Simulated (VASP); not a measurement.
# CdF2 (Fm-3m) in VASP: a series of runs

The runs below take CdF2 through single point, with RPBE.

Program: VASP 6.6.1. These are calculated values, not measurements. Logs are shortened: lines on timing, memory, paths and dates and some standing lists are left out, and cuts for length are marked.

### Step 1. The cell of the first run

It takes space group Fm-3m (No. 225, cubic). Conventional cell: a = 5.528 Å, b = 5.528 Å, c = 5.528 Å, α = 90.00°, β = 90.00°, γ = 90.00°. Cd (site symmetry m-3m) has 8 F at 2.39 Å within 3.2 Å. Within 3.2 Å of F (site symmetry -43m) lie 4 Cd at 2.39 Å and 6 F at 2.76 Å.

### Step 2. Single point, RPBE

Input file INCAR:

```
PREC = Accurate
ENCUT = 520
EDIFF = 1E-6
ISMEAR = -1
SIGMA = 0.3
LREAL = False
LASPH = True
NELM = 60
ALGO = Normal
ISIF = 2
LWAVE = False
LCHARG = False
GGA = RP
NBANDS = 20
```

Input file KPOINTS:

```
Automatic mesh
0
Gamma
  6 6 6
```

Input file POSCAR:

```
CdF2
1.0
    0.0000000000      2.7640051202      2.7640051202
    2.7640051202      0.0000000000      2.7640051202
    2.7640051202      2.7640051202      0.0000000000
Cd F
1 2
Direct
    0.0000000000      0.0000000000      0.0000000000
    0.2500000000      0.2500000000      0.2500000000
    0.7500000000      0.7500000000      0.7500000000
```

Potentials or basis: VASP PAW PBE potentials, release 64 (Cd, F).

Run with:

```bash
$ cat potpaw_PBE.64/Cd/POTCAR potpaw_PBE.64/F/POTCAR > POTCAR
$ mpirun -np 1 vasp_std > vasp.out
```

OUTCAR:

```text
PREC = Accurate
   ENCUT = 520
   EDIFF = 1E-6
   ISMEAR = -1
   LREAL = False
   LASPH = True
   NELM = 60
   ISIF = 2
   GGA = RP

 ion  position               nearest neighbor table
   1  0.000  0.000  0.000-   3 2.39   3 2.39   3 2.39   2 2.39   3 2.39   2 2.39   2 2.39   2 2.39

   2  0.250  0.250  0.250-   1 2.39   1 2.39   1 2.39   1 2.39
   3  0.750  0.750  0.750-   1 2.39   1 2.39   1 2.39   1 2.39

  LATTYP: Found a face centered cubic cell.
 ALAT       =     5.5280102404

  Lattice vectors:

 A1 = (   0.0000000000,   2.7640051202,   2.7640051202)
 A2 = (   2.7640051202,   0.0000000000,   2.7640051202)
 A3 = (   2.7640051202,   2.7640051202,   0.0000000000)

Analysis of symmetry for initial positions (statically):
=====================================================================
 Subroutine PRICEL returns:
 Original cell was already a primitive cell.

 Routine SETGRP: Setting up the symmetry group for a
 face centered cubic supercell.

 Subroutine GETGRP returns: Found 48 space group operations
[... 9 lines left out ...]

 Routine SETGRP: Setting up the symmetry group for a
 face centered cubic supercell.

 Subroutine GETGRP returns: Found 48 space group operations
[... 11 lines left out ...]
                                     Primitive cell

  volume of cell :      42.2325

  direct lattice vectors                    reciprocal lattice vectors
     0.000000000  2.764005120  2.764005120    -0.180896915  0.180896915  0.180896915
     2.764005120  0.000000000  2.764005120     0.180896915 -0.180896915  0.180896915
     2.764005120  2.764005120  0.000000000     0.180896915  0.180896915 -0.180896915

  length of vectors
     3.908893527  3.908893527  3.908893527     0.313322648  0.313322648  0.313322648

  position of ions in fractional coordinates (direct lattice)
     0.000000000  0.000000000  0.000000000
     0.250000000  0.250000000  0.250000000
     0.750000000  0.750000000  0.750000000

  ion indices of the primitive-cell ions
   primitive index   ion index
                 1           1
                 2           2
                 3           3

----------------------------------------------------------------------------------------

 KPOINTS: Automatic mesh

Automatic generation of k-mesh.
 Grid dimensions read from file:
 generate k-points for:    6    6    6

 Generating k-lattice:

  Cartesian coordinates                     Fractional coordinates (reciprocal lattice)
    -0.030149486  0.030149486  0.030149486     0.166666667  0.000000000  0.000000000
     0.030149486 -0.030149486  0.030149486     0.000000000  0.166666667  0.000000000
     0.030149486  0.030149486 -0.030149486     0.000000000  0.000000000  0.166666667

  Length of vectors
     0.052220441  0.052220441  0.052220441

  Shift w.r.t. Gamma in fractional coordinates (k-lattice)
     0.000000000  0.000000000  0.000000000

 Subroutine IBZKPT returns following result:
 ===========================================

 Found     16 irreducible k-points:

 Following reciprocal coordinates:
            Coordinates               Weight
  0.000000  0.000000  0.000000      1.000000
  0.166667  0.000000  0.000000      8.000000
  0.333333  0.000000  0.000000      8.000000
  0.500000  0.000000  0.000000      4.000000
  0.166667  0.166667  0.000000      6.000000
  0.333333  0.166667  0.000000     24.000000
[... 8 lines left out ...]
 -0.333333  0.333333  0.166667     24.000000
 -0.333333  0.500000  0.166667     12.000000
   k-points           NKPTS =     16   k-points in BZ     NKDIM =     16   number of bands    NBANDS=     20
   number of dos      NEDOS =    301   number of ions     NIONS =      3
   total plane-waves  NPLWV =  27000
   dimension x,y,z NGX =    30 NGY =   30 NGZ =   30
   dimension x,y,z NGXF=    60 NGYF=   60 NGZF=   60
   ions per type =               1   2
   NGX,Y,Z   is equivalent  to a cutoff of  12.76, 12.76, 12.76 a.u.
   NGXF,Y,Z  is equivalent  to a cutoff of  25.52, 25.52, 25.52 a.u.
 SYSTEM =  unknown system
   PREC   = accura    normal or accurate (medium, high low for compatibility)
   ISTART =      0    job   : 0-new  1-cont  2-samecut
   ICHARG =      2    charge: 1-file 2-atom 10-const
   ISPIN  =      1    spin polarized calculation?
   LNONCOLLINEAR =      F non collinear calculations
   LSORBIT =      F    spin-orbit coupling
   LASPH  =      T    aspherical Exc in radial PAW
   ENCUT  =  520.0 eV  38.22 Ry    6.18 a.u.   7.27  7.27  7.27*2*pi/ulx,y,z
   NELM   =     60;   NELMIN=  2; NELMDL= -5     # of ELM steps
   EDIFF  = 0.1E-05   stopping-criterion for ELM
   LREAL  =      F    real-space projection
   EDIFFG = 0.1E-04   stopping-criterion for IOM
   NSW    =      0    number of steps for IOM
   IBRION =     -1    ionic relax: 0-MD 1-quasi-New 2-CG
   NFREE  =      0    steps in history (QN), initial steepest desc. (CG)
   ISIF   =      2    stress and relaxation
   ISYM   =      2    0-nonsym 1-usesym 2-fastsym
   POTIM  = 0.5000    time-step for ionic-motion
   TEBEG  =    0.0;   TEEND  =   0.0 temperature during run
   PSTRESS=    0.0 pullay stress
   NELECT =      26.0000    total number of electrons
   NUPDOWN=      -1.0000    fix difference up-down
   EMIN   =  10.00;   EMAX   =-10.00  energy-range for DOS
   EFERMI =   0.00;   METHOD = LEGACY
   ISMEAR =    -1;   SIGMA  =   0.30  broadening in eV -4-tet -1-fermi 0-gaus
   EFERMI_NEDOS =   21; number of points for ismear=-14 and -15
   IALGO  =     38    algorithm
   IMIX   =      4    mixing-type and parameters
     AMIX     =   0.40;   BMIX     =  1.00
     AMIX_MAG =   1.60;   BMIX_MAG =  1.00
  volume/ion in A,a.u.               =      14.08        95.00
  Fermi-wavevector in a.u.,A,eV,Ry     =   1.392677  2.631778 26.389174  1.939550
  Thomas-Fermi vector in A             =   2.516397
   LORBIT       =      0    0 simple, 1 ext, 2 COOP (PROOUT), +10 PAW based schemes
   GGA     = RP    functional components
   LHFCALC =     F    Hartree Fock is set to
   AEXX    =    0.0000 exact exchange contribution
   IVDW    =     0    specifies the selected vdW correction
   LEPSILON=     F    determine dielectric tensor
   LRPA    =     F    only Hartree local field effects (RPA)
 non-spin polarized calculation
  energy-cutoff  :      520.00
  volume of cell :       42.23
 maximum number of plane-waves:      1158
 NGX is ok and might be reduce to    30
   NGX = 15   NGY = 15   NGZ = 15

 number of electron      26.0000004 magnetization

 Free energy of the ion-electron system (eV)
  ---------------------------------------------------
  ext. energy  EPLUGINS =         0.00000000
  ---------------------------------------------------
  free energy    TOTEN  =       -10.02819971 eV

  energy without entropy =      -10.02376129  energy(sigma->0) =      -10.02598050

 E-fermi :   0.5543     XC(G=0):  -9.6147

 val. band max:       -1.6725676580   @ k =  -0.3333   0.5000   0.1667
 cond. band min:       1.3383734990   @ k =   0.0000   0.0000   0.0000
 fundamental gap:      3.0109411570
 Fermi energy:         0.5542543699

 k-point     1 :       0.0000    0.0000    0.0000
  band No.  band energies     occupation
      1     -22.1654      2.00000
      2     -21.2785      2.00000
      3      -7.1063      2.00000
      4      -7.1063      2.00000
      5      -7.1063      2.00000
      6      -6.2387      2.00000
[... 12 lines left out ...]
     19      17.8969      0.00000
     20      17.8969      0.00000

 k-point     2 :       0.1667    0.0000    0.0000
  band No.  band energies     occupation
      1     -22.0958      2.00000
      2     -21.3401      2.00000
      3      -7.0281      2.00000
      4      -7.0281      2.00000
      5      -6.8783      2.00000
      6      -6.2546      2.00000
[... 12 lines left out ...]
     19      17.2696      0.00000
     20      17.2696      0.00000

 k-point     3 :       0.3333    0.0000    0.0000
  band No.  band energies     occupation
      1     -21.9203      2.00000
      2     -21.4960      2.00000
      3      -6.8950      2.00000
      4      -6.8950      2.00000
      5      -6.3512      2.00000
      6      -6.2340      2.00000
[... 12 lines left out ...]
     19      16.5197      0.00000
     20      17.2420      0.00000

 k-point     4 :       0.5000    0.0000    0.0000
  band No.  band energies     occupation
      1     -21.7294      2.00000
      2     -21.6759      2.00000
      3      -6.8513      2.00000
      4      -6.8513      2.00000
      5      -6.1816      2.00000
      6      -6.1816      2.00000
[... 12 lines left out ...]
     19      16.2579      0.00000
     20      16.7647      0.00000

 k-point     5 :       0.1667    0.1667    0.0000
  band No.  band energies     occupation
      1     -22.0761      2.00000
      2     -21.3558      2.00000
      3      -6.9792      2.00000
      4      -6.9792      2.00000
      5      -6.8358      2.00000
      6      -6.3324      2.00000
[... 12 lines left out ...]
     19      18.1816      0.00000
     20      18.4315      0.00000

 k-point     6 :       0.3333    0.1667    0.0000
  band No.  band energies     occupation
      1     -21.9463      2.00000
      2     -21.4658      2.00000
      3      -6.8336      2.00000
      4      -6.8333      2.00000
      5      -6.4480      2.00000
      6      -6.3950      2.00000
[... 12 lines left out ...]
     19      17.8260      0.00000
     20      19.3010      0.00000

 k-point     7 :       0.5000    0.1667    0.0000
  band No.  band energies     occupation
      1     -21.7657      2.00000
      2     -21.6296      2.00000
      3      -6.7738      2.00000
      4      -6.7504      2.00000
      5      -6.2789      2.00000
      6      -6.1875      2.00000
[... 12 lines left out ...]
     19      17.0506      0.00000
     20      19.3108      0.00000

 k-point     8 :      -0.3333    0.1667    0.0000
  band No.  band energies     occupation
      1     -21.8212      2.00000
      2     -21.5793      2.00000
      3      -6.8034      2.00000
      4      -6.7641      2.00000
      5      -6.2953      2.00000
      6      -6.2132      2.00000
[... 12 lines left out ...]
     19      16.2668      0.00000
     20      19.2169      0.00000

 k-point     9 :      -0.1667    0.1667    0.0000
  band No.  band energies     occupation
      1     -21.9950      2.00000
      2     -21.4266      2.00000
      3      -6.9108      2.00000
      4      -6.9096      2.00000
      5      -6.5853      2.00000
      6      -6.3197      2.00000
[... 12 lines left out ...]
     19      16.3144      0.00000
     20      18.9280      0.00000

 k-point    10 :       0.3333    0.3333    0.0000
  band No.  band energies     occupation
      1     -21.8906      2.00000
      2     -21.5026      2.00000
      3      -6.6439      2.00000
      4      -6.6439      2.00000
      5      -6.6281      2.00000
      6      -6.2912      2.00000
[... 12 lines left out ...]
     19      18.0439      0.00000
     20      18.9627      0.00000

 k-point    11 :       0.5000    0.3333    0.0000
  band No.  band energies     occupation
      1     -21.7909      2.00000
      2     -21.5869      2.00000
      3      -6.7286      2.00000
      4      -6.5192      2.00000
      5      -6.4111      2.00000
      6      -6.1838      2.00000
[... 12 lines left out ...]
     19      18.2083      0.00000
     20      18.9019      0.00000

 k-point    12 :      -0.3333    0.3333    0.0000
  band No.  band energies     occupation
      1     -21.6978      2.00000
      2     -21.6832      2.00000
      3      -6.6985      2.00000
      4      -6.5529      2.00000
      5      -6.2995      2.00000
      6      -6.2145      2.00000
[... 12 lines left out ...]
     19      17.5032      0.00000
     20      19.6310      0.00000

 k-point    13 :       0.5000    0.5000    0.0000
  band No.  band energies     occupation
      1     -21.7955      2.00000
      2     -21.5736      2.00000
      3      -6.8404      2.00000
      4      -6.3986      2.00000
      5      -6.3986      2.00000
      6      -6.1504      2.00000
[... 12 lines left out ...]
     19      17.2033      0.00000
     20      19.5860      0.00000

 k-point    14 :       0.5000    0.3333    0.1667
  band No.  band energies     occupation
      1     -21.8276      2.00000
      2     -21.5642      2.00000
      3      -6.7168      2.00000
      4      -6.6438      2.00000
      5      -6.4418      2.00000
      6      -6.2193      2.00000
[... 12 lines left out ...]
     19      17.3784      0.00000
     20      19.1830      0.00000

 k-point    15 :      -0.3333    0.3333    0.1667
  band No.  band energies     occupation
      1     -21.6972      2.00000
      2     -21.6838      2.00000
      3      -6.6692      2.00000
      4      -6.5667      2.00000
      5      -6.2974      2.00000
      6      -6.2640      2.00000
[... 12 lines left out ...]
     19      17.0160      0.00000
     20      19.7622      0.00000

 k-point    16 :      -0.3333    0.5000    0.1667
  band No.  band energies     occupation
      1     -21.7413      2.00000
      2     -21.6307      2.00000
      3      -6.6911      2.00000
      4      -6.3962      2.00000
      5      -6.3421      2.00000
      6      -6.2682      2.00000
[... 12 lines left out ...]
     19      18.2376      0.00000
     20      18.5225      0.00000

------------------------ aborting loop because EDIFF is reached ----------------------------------------

  FORCE on cell =-STRESS in cart. coord.  units (eV):
  Direction    XX          YY          ZZ          XY          YZ          ZX
  --------------------------------------------------------------------------------------
  -------------------------------------------------------------------------------------
  Total        0.6732975      0.6732975      0.6732975      0.0000000      0.0000000      0.0000000
  in kB       25.5429503     25.5429503     25.5429503      0.0000000      0.0000000      0.0000000
  external PRESSURE =      25.5429503 kB  Pullay stress =       0.0000000 kB

 VOLUME and BASIS-vectors are now :
 -----------------------------------------------------------------------------
  energy-cutoff  :      520.00
  volume of cell :       42.23
      direct lattice vectors                 reciprocal lattice vectors
     0.000000000  2.764005120  2.764005120    -0.180896915  0.180896915  0.180896915
     2.764005120  0.000000000  2.764005120     0.180896915 -0.180896915  0.180896915
     2.764005120  2.764005120  0.000000000     0.180896915  0.180896915 -0.180896915

 POSITION                                       TOTAL-FORCE (eV/Angst)
 -----------------------------------------------------------------------------------
      0.00000      0.00000      0.00000         0.000000     -0.000000      0.000000
      1.38200      1.38200      1.38200         0.000000      0.000000      0.000000
      4.14601      4.14601      4.14601        -0.000000     -0.000000     -0.000000
 -----------------------------------------------------------------------------------
    total drift:                                0.000000     -0.000000      0.000000

  FREE ENERGIE OF THE ION-ELECTRON SYSTEM (eV)
  ---------------------------------------------------
  free  energy   TOTEN  =       -10.0281997070 eV

  energy  without entropy=      -10.0237612903  energy(sigma->0) =      -10.02598050
```

Run time: 16 s. Hardware: 1 thread of AMD EPYC 7R13 (Zen 3), shared host; peak memory 0.14 GiB.

Results:

| Quantity | Value |
| --- | --- |
| Free energy | -10.0282 eV |
| Pressure | 2.6 GPa |
| Band gap on the k mesh | 3.01 eV, indirect (least direct gap 3.59 eV) |

Caveat: the PAW data sets were made with another functional, which shifts forces and pressure a little. A k mesh can miss the band edges.

### Step 3. Single point, RPBE

This run uses another cell than the first one, of 14.60 Å³/atom, 1.037 times its volume.

Input file INCAR:

```
  PREC = Accurate
  ENCUT = 520
  EDIFF = 1E-6
  ISMEAR = -1
  SIGMA = 0.3
  LREAL = False
  LASPH = True
  NELM = 60
  ALGO = Normal
  ISIF = 2
  LWAVE = False
  LCHARG = True
  GGA = RP
  LELF = True
  LVHAR = True
  NBANDS = 20
```

Input file KPOINTS:

```
regular mesh
0
Gamma
  6 6 6
```

Input file POSCAR:

```
CdF2
1.0
    0.0000000000      2.7977158221      2.7977158221
    2.7977158221      0.0000000000      2.7977158221
    2.7977158221      2.7977158221      0.0000000000
Cd F
1 2
Direct
    0.0000000000      0.0000000000      0.0000000000
    0.2500000000      0.2500000000      0.2500000000
    0.7500000000      0.7500000000      0.7500000000
```

Potentials or basis: VASP PAW PBE potentials, release 64 (Cd, F).

Run with:

```bash
$ cat potpaw_PBE.64/Cd/POTCAR potpaw_PBE.64/F/POTCAR > POTCAR
$ mpirun -np 1 vasp_std > vasp.out
```

Wall time 17 s (1 thread of AMD EPYC 7R13 (Zen 3), shared host); peak memory 0.14 GiB.

The run converged. Its results:

```
Free energy            : -10.0404 eV
Pressure               : -0.5 GPa
Band gap on the k mesh : 2.88 eV, indirect (least direct gap 3.49 eV)
```

Levels at points of the mesh, in eV from the valence-band top:
```csv
k point,band 9,band 10,band 11,band 12,band 13,band 14,band 15,band 16,band 17,band 18
"(0.00, 0.00, 0.00)",-0.69,-0.69,-0.60,-0.60,-0.60,2.88,12.37,12.37,12.37,17.02
"(0.50, 0.00, 0.00)",-1.76,-1.42,-1.42,-0.44,-0.44,6.47,9.04,13.72,13.72,17.67
"(0.50, 0.50, 0.00)",-2.36,-2.36,-0.29,-0.06,-0.06,7.22,9.27,12.06,13.50,13.50
```

Caveat: the PAW data sets were made with another functional, which shifts forces and pressure a little.
